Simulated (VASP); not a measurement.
A run of VASP 6.6.1:

The input INCAR:

```
ALGO = Normal ; EDIFF = 1E-7
ENCUT = 520 ; ISIF = 2
ISMEAR = -1 ; ISPIN = 2
LASPH = True ; LCHARG = False
LMAXMIX = 4 ; LORBIT = 11
LREAL = False ; LWAVE = False
MAGMOM = 0 3 ; NBANDS = 16
NELM = 150 ; PREC = Accurate
SIGMA = 0.05
```

Contents of KPOINTS:

```
k-points
0
Gamma
  8 8 8
```

File POSCAR:

```
AlFe
1.0
    2.9102862334      0.0289568833      0.0289568833
    0.0289568833      2.9102862334      0.0289568833
    0.0289568833      0.0289568833      2.9102862334
Al Fe
1 1
Direct
    0.0000000000      0.0000000000      0.0000000000
    0.5000000000      0.5000000000      0.5000000000
```

Potentials or basis: VASP PAW LDA potentials, release 64 (Al, Fe).

Command:

```console
$ cat potpaw_LDA.64/Al/POTCAR potpaw_LDA.64/Fe/POTCAR > POTCAR
$ mpirun -np 1 vasp_std > vasp.out
```

Hardware: 1 thread of Intel(R) Xeon(R) Platinum 8488C (Sapphire Rapids) (shared host).

**Question.** How long does it take, and how much memory?

**Answer.** Wall time 23 s on 1 thread of Intel(R) Xeon(R) Platinum 8488C (Sapphire Rapids) (shared host), peak memory 0.16 GiB. Counts: scf iterations 16, k points 65.
